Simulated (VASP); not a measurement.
# LiF (Griceite) (Fm-3m) in VASP: a series of runs

The runs below take LiF (Griceite) through relaxation of cell and atoms, with PBEsol, r2SCAN+rVV10, r2SCAN+D4.

Program: VASP 6.6.1. These are calculated values, not measurements. Logs are shortened: lines on timing, memory, paths and dates and some standing lists are left out, and cuts for length are marked.

## Step 1: The cell of the first run

The structure is cubic, space group Fm-3m (No. 225). The conventional cell has a = 4.028 Å, b = 4.028 Å, c = 4.028 Å, α = 90.00°, β = 90.00°, γ = 90.00°. Li (site symmetry m-3m) has 6 F at 2.01 Å within 2.7 Å. F (site symmetry m-3m) has 6 Li at 2.01 Å within 2.7 Å.

## Step 2: Relaxation of cell and atoms, PBEsol

File INCAR:

```
PREC = Accurate
ENCUT = 600
EDIFF = 1E-7
ISMEAR = 0
SIGMA = 0.01
LREAL = False
LASPH = True
NELM = 80
ALGO = Normal
ISIF = 3
LWAVE = False
LCHARG = False
GGA = PS
IBRION = 2
NSW = 50
EDIFFG = -0.01
```

File KPOINTS:

```
Automatic mesh
0
Gamma
  7 7 7
```

File POSCAR:

```
LiF
1.0
    0.0000000000      2.0140000000      2.0140000000
    2.0140000000      0.0000000000      2.0140000000
    2.0140000000      2.0140000000      0.0000000000
Li F
1 1
Direct
    0.0000000000      0.0000000000      0.0000000000
    0.5000000000      0.5000000000      0.5000000000
```

Potentials or basis: VASP PAW PBE potentials, release 64 (Li_sv, F).

Started as:

```console
> cat potpaw_PBE.64/Li_sv/POTCAR potpaw_PBE.64/F/POTCAR > POTCAR
> mpirun -np 1 vasp_std > vasp.out
```

OUTCAR:

```text
PREC = Accurate
   ENCUT = 600
   EDIFF = 1E-7
   ISMEAR = 0
   LREAL = False
   LASPH = True
   NELM = 80
   ISIF = 3
   GGA = PS
   IBRION = 2
   NSW = 50
   EDIFFG = -0.01

 ion  position               nearest neighbor table
   1  0.000  0.000  0.000-   2 2.01   2 2.01   2 2.01   2 2.01   2 2.01   2 2.01
   2  0.500  0.500  0.500-   1 2.01   1 2.01   1 2.01   1 2.01   1 2.01   1 2.01

  LATTYP: Found a face centered cubic cell.
 ALAT       =     4.0280000000

  Lattice vectors:

 A1 = (   0.0000000000,   2.0140000000,   2.0140000000)
 A2 = (   2.0140000000,   0.0000000000,   2.0140000000)
 A3 = (   2.0140000000,   2.0140000000,   0.0000000000)

Analysis of symmetry for initial positions (statically):
=====================================================================
 Subroutine PRICEL returns:
 Original cell was already a primitive cell.

 Routine SETGRP: Setting up the symmetry group for a
 face centered cubic supercell.

 Subroutine GETGRP returns: Found 48 space group operations
 (whereof 48 operations were pure point group operations)
 out of a pool of 48 trial point group operations.

The static configuration has the point symmetry O_h .

Analysis of symmetry for dynamics (positions and initial velocities):
=====================================================================
 Subroutine PRICEL returns:
 Original cell was already a primitive cell.

 Routine SETGRP: Setting up the symmetry group for a
 face centered cubic supercell.

 Subroutine GETGRP returns: Found 48 space group operations
 (whereof 48 operations were pure point group operations)
 out of a pool of 48 trial point group operations.

The dynamic configuration has the point symmetry O_h .

 Subroutine INISYM returns: Found 48 space group operations
 (whereof 48 operations are pure point group operations),
 and found     1 'primitive' translations

----------------------------------------------------------------------------------------

                                     Primitive cell

  volume of cell :      16.3384

  direct lattice vectors                    reciprocal lattice vectors
     0.000000000  2.014000000  2.014000000    -0.248262165  0.248262165  0.248262165
     2.014000000  0.000000000  2.014000000     0.248262165 -0.248262165  0.248262165
     2.014000000  2.014000000  0.000000000     0.248262165  0.248262165 -0.248262165

  length of vectors
     2.848226115  2.848226115  2.848226115     0.430002683  0.430002683  0.430002683

  position of ions in fractional coordinates (direct lattice)
     0.000000000  0.000000000  0.000000000
     0.500000000  0.500000000  0.500000000

  ion indices of the primitive-cell ions
   primitive index   ion index
                 1           1
                 2           2

----------------------------------------------------------------------------------------

 KPOINTS: Automatic mesh

Automatic generation of k-mesh.
 Grid dimensions read from file:
 generate k-points for:    7    7    7

 Generating k-lattice:

  Cartesian coordinates                     Fractional coordinates (reciprocal lattice)
    -0.035466024  0.035466024  0.035466024     0.142857143  0.000000000  0.000000000
     0.035466024 -0.035466024  0.035466024     0.000000000  0.142857143  0.000000000
     0.035466024  0.035466024 -0.035466024     0.000000000  0.000000000  0.142857143

  Length of vectors
     0.061428955  0.061428955  0.061428955

  Shift w.r.t. Gamma in fractional coordinates (k-lattice)
     0.000000000  0.000000000  0.000000000

 Subroutine IBZKPT returns following result:
 ===========================================

 Found     20 irreducible k-points:

 Following reciprocal coordinates:
            Coordinates               Weight
  0.000000  0.000000  0.000000      1.000000
  0.142857  0.000000  0.000000      8.000000
  0.285714  0.000000  0.000000      8.000000
  0.428571  0.000000  0.000000      8.000000
  0.142857  0.142857  0.000000      6.000000
  0.285714  0.142857  0.000000     24.000000
[... 12 lines left out ...]
 -0.428571  0.428571  0.142857     24.000000
 -0.285714  0.428571  0.142857     24.000000
   k-points           NKPTS =     20   k-points in BZ     NKDIM =     20   number of bands    NBANDS=      9
   number of dos      NEDOS =    301   number of ions     NIONS =      2
   total plane-waves  NPLWV =  13824
   dimension x,y,z NGX =    24 NGY =   24 NGZ =   24
   dimension x,y,z NGXF=    48 NGYF=   48 NGZF=   48
   ions per type =               1   1
   NGX,Y,Z   is equivalent  to a cutoff of  14.01, 14.01, 14.01 a.u.
   NGXF,Y,Z  is equivalent  to a cutoff of  28.02, 28.02, 28.02 a.u.
 SYSTEM =  unknown system
   PREC   = accura    normal or accurate (medium, high low for compatibility)
   ISTART =      0    job   : 0-new  1-cont  2-samecut
   ICHARG =      2    charge: 1-file 2-atom 10-const
   ISPIN  =      1    spin polarized calculation?
   LNONCOLLINEAR =      F non collinear calculations
[... 63 lines left out ...]
  Total       -0.1637543     -0.1637543     -0.1637543      0.0000000      0.0000000      0.0000000
  in kB      -16.0581272    -16.0581272    -16.0581272      0.0000000      0.0000000      0.0000000
  external PRESSURE =     -16.0581272 kB  Pullay stress =       0.0000000 kB

 VOLUME and BASIS-vectors are now :
 -----------------------------------------------------------------------------
  energy-cutoff  :      600.00
  volume of cell :       16.34
      direct lattice vectors                 reciprocal lattice vectors
     0.000000000  2.014000000  2.014000000    -0.248262165  0.248262165  0.248262165
     2.014000000  0.000000000  2.014000000     0.248262165 -0.248262165  0.248262165
     2.014000000  2.014000000  0.000000000     0.248262165  0.248262165 -0.248262165

 POSITION                                       TOTAL-FORCE (eV/Angst)
 -----------------------------------------------------------------------------------
      0.00000      0.00000      0.00000         0.000000      0.000000     -0.000000
      2.01400      2.01400      2.01400        -0.000000     -0.000000      0.000000
 -----------------------------------------------------------------------------------
    total drift:                               -0.000000     -0.000000      0.000000

  FREE ENERGIE OF THE ION-ELECTRON SYSTEM (eV)
  ---------------------------------------------------
  free  energy   TOTEN  =        -9.8548755670 eV
[... 17 lines left out ...]
 VOLUME and BASIS-vectors are now :
 -----------------------------------------------------------------------------
  energy-cutoff  :      600.00
  volume of cell :       16.15
      direct lattice vectors                 reciprocal lattice vectors
     0.000000000  2.006044758  2.006044758    -0.249246682  0.249246682  0.249246682
     2.006044758  0.000000000  2.006044758     0.249246682 -0.249246682  0.249246682
     2.006044758  2.006044758  0.000000000     0.249246682  0.249246682 -0.249246682

 POSITION                                       TOTAL-FORCE (eV/Angst)
 -----------------------------------------------------------------------------------
      0.00000      2.00604      2.00604        -0.000000      0.000000      0.000000
      2.00604      2.00604      2.00604         0.000000     -0.000000     -0.000000
 -----------------------------------------------------------------------------------
    total drift:                               -0.000000     -0.000000      0.000000

  FREE ENERGIE OF THE ION-ELECTRON SYSTEM (eV)
  ---------------------------------------------------
  free  energy   TOTEN  =        -9.8562962243 eV

  energy  without entropy=       -9.8562962243  energy(sigma->0) =       -9.85629622

--------------------------------------- Ionic step        3  -------------------------------------------

 number of electron       9.9999996 magnetization

 Free energy of the ion-electron system (eV)
  ---------------------------------------------------
  ext. energy  EPLUGINS =         0.00000000
  ---------------------------------------------------
  free energy    TOTEN  =        -9.85671262 eV

  energy without entropy =       -9.85671262  energy(sigma->0) =       -9.85671262

 E-fermi :  -0.9016     XC(G=0): -10.3222

 val. band max:       -0.9660258418   @ k =   0.0000   0.0000   0.0000
 cond. band min:       8.1640490213   @ k =   0.0000   0.0000   0.0000
 fundamental gap:      9.1300748632
 Fermi energy:        -0.9016110547

 k-point     1 :       0.0000    0.0000    0.0000
  band No.  band energies     occupation
      1     -41.1186      2.00000
      2     -20.8965      2.00000
      3      -0.9660      2.00000
      4      -0.9660      2.00000
      5      -0.9660      2.00000
      6       8.1640      0.00000
      7      23.1685      0.00000
      8      23.1685      0.00000
      9      23.1686      0.00000

 k-point     2 :       0.1429    0.0000    0.0000
  band No.  band energies     occupation
      1     -41.1053      2.00000
      2     -20.8156      2.00000
      3      -1.5450      2.00000
      4      -1.0136      2.00000
      5      -1.0136      2.00000
      6       8.7161      0.00000
      7      19.1537      0.00000
      8      21.1875      0.00000
      9      21.1875      0.00000

 k-point     3 :       0.2857    0.0000    0.0000
  band No.  band energies     occupation
      1     -41.0753      2.00000
      2     -20.6251      2.00000
      3      -2.6788      2.00000
      4      -1.1166      2.00000
      5      -1.1166      2.00000
      6       9.5607      0.00000
      7      16.5303      0.00000
      8      19.2202      0.00000
      9      19.2203      0.00000
[... 215 lines left out ...]
 VOLUME and BASIS-vectors are now :
 -----------------------------------------------------------------------------
  energy-cutoff  :      600.00
  volume of cell :       15.95
      direct lattice vectors                 reciprocal lattice vectors
     0.000000000  1.998049149  1.998049149    -0.250244095  0.250244095  0.250244095
     1.998049149  0.000000000  1.998049149     0.250244095 -0.250244095  0.250244095
     1.998049149  1.998049149  0.000000000     0.250244095  0.250244095 -0.250244095

 POSITION                                       TOTAL-FORCE (eV/Angst)
 -----------------------------------------------------------------------------------
      0.00000      0.00000      0.00000        -0.000000     -0.000000      0.000000
      1.99805      1.99805      1.99805         0.000000      0.000000     -0.000000
 -----------------------------------------------------------------------------------
    total drift:                               -0.000000     -0.000000      0.000000

  FREE ENERGIE OF THE ION-ELECTRON SYSTEM (eV)
  ---------------------------------------------------
  free  energy   TOTEN  =        -9.8567126176 eV

  energy  without entropy=       -9.8567126176  energy(sigma->0) =       -9.85671262

 reached required accuracy - stopping structural energy minimisation
```

Run time: 6.1 s. Hardware: 1 thread of Intel Xeon 6975P-C (Granite Rapids), shared host; peak memory 0.12 GiB.

What came out:

```
Free energy                            : -9.8567 eV
Relaxed volume                         : 7.98 Å³/atom
Relaxed cell                           : a = 2.826 Å, b = 2.826 Å, c = 2.826 Å, α = 60.00°, β = 60.00°, γ = 60.00°
Space group after relaxing (to 0.05 Å) : Fm-3m (No. 225)
Energy gained by relaxing              : 0.9 meV/atom
Ionic steps                            : 3
Pressure after relaxing                : 0.1 GPa
Band gap on the k mesh                 : 9.13 eV, direct
```

The path:
| step | energy change (eV) | largest force (eV/Å) | pressure (GPa) | volume (Å³) |
| --- | --- | --- | --- | --- |
| 1 | 0.0000 | 0.0000 | -1.61 | 16.34 |
| 2 | -0.0014 | 0.0000 | -0.77 | 16.15 |
| 3 | -0.0018 | 0.0000 | 0.09 | 15.95 |

Final structure:
```cif
data_structure
_symmetry_space_group_name_H-M 'P 1'
_symmetry_Int_Tables_number 1
_cell_length_a 2.8257
_cell_length_b 2.8257
_cell_length_c 2.8257
_cell_angle_alpha 60.000
_cell_angle_beta 60.000
_cell_angle_gamma 60.000
_cell_volume 15.95
loop_
_atom_site_label
_atom_site_type_symbol
_atom_site_fract_x
_atom_site_fract_y
_atom_site_fract_z
_atom_site_occupancy
Li1 Li 0.00000 0.00000 0.00000 1
F1 F 0.50000 0.50000 0.50000 1
```

Caveat: the cutoff is under 1.25 times the usual one of these potentials, so pressure, stress and relaxed cells hold a basis-set (Pulay) error; the PAW data sets were made with another functional, which shifts forces and pressure a little.

## Step 3: Relaxation of cell and atoms, r2SCAN+rVV10

POSCAR is that of step 2.

File INCAR.step1:

```
ALGO = Normal ; EDIFF = 1E-4
ENCUT = 600 ; GGA = PE
ISMEAR = 0 ; LASPH = True
LCHARG = False ; LREAL = False
LWAVE = True ; NELM = 60
PREC = Accurate ; SIGMA = 0.01
```

File INCAR.step2:

```
ALGO = Normal ; BPARAM = 11.95
CPARAM = 0.0093 ; EDIFF = 1E-6
EDIFFG = -0.01 ; ENCUT = 600
IBRION = 2 ; ISIF = 3
ISMEAR = 0 ; ISTART = 1
IVDW_NL = 2 ; LASPH = True
LCHARG = False ; LMIXTAU = True
LREAL = False ; LUSE_VDW = True
LWAVE = False ; METAGGA = R2SCAN
NELM = 60 ; NSW = 50
PREC = Accurate ; SIGMA = 0.01
```

File KPOINTS:

```
k-points
0
Gamma
  7 7 7
```

Potentials or basis: VASP PAW PBE potentials, release 64 (Li_sv, F).

Started as:

```console
> cat potpaw_PBE.64/Li_sv/POTCAR potpaw_PBE.64/F/POTCAR > POTCAR
> cp INCAR.step1 INCAR
> mpirun -np 1 vasp_std > vasp.out
> cp INCAR.step2 INCAR
> mpirun -np 1 vasp_std > vasp.out
```

Wall time 74 s (1 thread of Intel Xeon 6975P-C (Granite Rapids), shared host); peak memory 0.2 GiB.

It converged, with:

- Free energy: -11.5884 eV
- Relaxed volume: 7.75 Å³/atom
- Relaxed cell: a = 2.799 Å, b = 2.799 Å, c = 2.799 Å, α = 60.00°, β = 60.00°, γ = 60.00°
- Space group after relaxing (to 0.05 Å): Fm-3m (No. 225)
- Energy gained by relaxing: 6.0 meV/atom
- Ionic steps: 4
- Pressure after relaxing: 0.0 GPa
- Band gap on the k mesh: 10.73 eV, direct

The path:
| step | energy change (eV) | largest force (eV/Å) | pressure (GPa) | volume (Å³) |
| --- | --- | --- | --- | --- |
| 1 | 0.0000 | 0.0000 | -4.18 | 16.34 |
| 2 | -0.0099 | 0.0000 | -1.87 | 15.84 |
| 3 | -0.0118 | 0.0000 | -0.51 | 15.59 |
| 4 | -0.0119 | 0.0000 | -0.03 | 15.50 |

Final structure:
```
CELL_PARAMETERS angstrom
0.00000 1.97901 1.97901
1.97901 0.00000 1.97901
1.97901 1.97901 0.00000
ATOMIC_POSITIONS crystal
Li 0.00000 0.00000 0.00000
F 0.50000 0.50000 0.50000
```

Levels at points of the mesh, in eV from the valence-band top:
| k point | band 1 | band 2 | band 3 | band 4 | band 5 | band 6 | band 7 | band 8 | band 9 |
| --- | --- | --- | --- | --- | --- | --- | --- | --- | --- |
| (0.00, 0.00, 0.00) | -41.91 | -21.24 | 0.00 | 0.00 | 0.00 | 10.73 | 25.96 | 25.96 | 25.96 |

Caveat: the cutoff is under 1.25 times the usual one of these potentials, so pressure, stress and relaxed cells hold a basis-set (Pulay) error; the PAW data sets were made with another functional, which shifts forces and pressure a little. r2SCAN opens gaps a little over a GGA but as a rule still falls short of measured ones.

## Step 4: Relaxation of cell and atoms, r2SCAN+D4

POSCAR is that of step 3.

File INCAR.step1:

```
PREC = Accurate
ENCUT = 600
ISMEAR = 0
SIGMA = 0.01
LREAL = F
LASPH = T
NELM = 100
GGA = PE
ALGO = Normal
EDIFF = 1E-4
LWAVE = T
LCHARG = F
```

File INCAR.step2:

```
PREC = Accurate
ENCUT = 600
EDIFF = 1E-7
ISMEAR = 0
SIGMA = 0.01
LREAL = F
LASPH = T
NELM = 100
ALGO = Normal
ISIF = 3
LWAVE = F
LCHARG = F
METAGGA = R2SCAN
LMIXTAU = T
IVDW = 13
VDW_S6 = 1.0
VDW_S8 = 0.6018749
VDW_A1 = 0.51559235
VDW_A2 = 5.77342911
IBRION = 2
NSW = 50
EDIFFG = -0.01
ISTART = 1
```

File KPOINTS:

```
Automatic mesh
0
Gamma
  7 7 7
```

Started as:

```console
> cat potpaw_PBE.64/Li_sv/POTCAR potpaw_PBE.64/F/POTCAR > POTCAR
> cp INCAR.step1 INCAR
> mpirun -np 1 vasp_std > vasp.out
> cp INCAR.step2 INCAR
> mpirun -np 1 vasp_std > vasp.out
```

Run time: 34 s. Hardware: 1 thread of Intel Xeon 6975P-C (Granite Rapids), shared host; peak memory 0.13 GiB.

It converged, with:

```yaml
Free_energy: -11.9660 eV
Relaxed_volume: 7.79 Å³/atom
Relaxed_cell: a = 2.804 Å, b = 2.804 Å, c = 2.804 Å, α = 60.00°, β = 60.00°, γ = 60.00°
Space_group_after_relaxing_to_0.05_Å: Fm-3m (No. 225)
Energy_gained_by_relaxing: 4.8 meV/atom
Ionic_steps: 4
Pressure_after_relaxing: 0.0 GPa
Band_gap_on_the_k_mesh: 10.74 eV, direct
Dispersion_energy_per_atom: -0.028 eV
```

Step by step:
| step | energy change (eV) | largest force (eV/Å) | pressure (GPa) | volume (Å³) |
| --- | --- | --- | --- | --- |
| 1 | 0.0000 | 0.0000 | -3.76 | 16.34 |
| 2 | -0.0080 | 0.0000 | -1.69 | 15.89 |
| 3 | -0.0096 | 0.0000 | -0.44 | 15.66 |
| 4 | -0.0097 | 0.0000 | -0.02 | 15.59 |

Final structure:
```cif
data_structure
_symmetry_space_group_name_H-M 'P 1'
_symmetry_Int_Tables_number 1
_cell_length_a 2.8038
_cell_length_b 2.8038
_cell_length_c 2.8038
_cell_angle_alpha 60.000
_cell_angle_beta 60.000
_cell_angle_gamma 60.000
_cell_volume 15.59
loop_
_atom_site_label
_atom_site_type_symbol
_atom_site_fract_x
_atom_site_fract_y
_atom_site_fract_z
_atom_site_occupancy
Li1 Li 0.00000 0.00000 0.00000 1
F1 F 0.50000 0.50000 0.50000 1
```

Levels at points of the mesh, in eV from the valence-band top:
```
           k point  band 1  band 2  band 3  band 4  band 5  band 6  band 7  band 8  band 9
(0.00, 0.00, 0.00)  -41.96  -21.23    0.00    0.00    0.00   10.74   25.96   25.96   25.96
```

Caveat: the cutoff is under 1.25 times the usual one of these potentials, so pressure, stress and relaxed cells hold a basis-set (Pulay) error; the PAW data sets were made with another functional, which shifts forces and pressure a little.

## Step 5: Overview

```csv
level,gap on the mesh (eV),pressure (GPa),relaxed volume (Å³/atom)
PBEsol,9.13,0.1,7.98
r2SCAN+rVV10,10.73,0.0,7.75
r2SCAN+D4,10.74,0.0,7.79
```

Alike in all rows: task relaxation of cell and atoms; potentials or basis VASP PAW PBE potentials, release 64 (Li_sv, F); no spin polarisation; cell relaxed; k mesh 7 × 7 × 7; cutoff (eV) 600; smearing gaussian 0.01 eV.

Caveats: the cutoff is under 1.25 times the usual one of these potentials, so pressure, stress and relaxed cells hold a basis-set (Pulay) error; the PAW data sets were made with another functional, which shifts forces and pressure a little.

Total energies depend on the potentials used, so only differences within one code and one set of settings carry meaning.
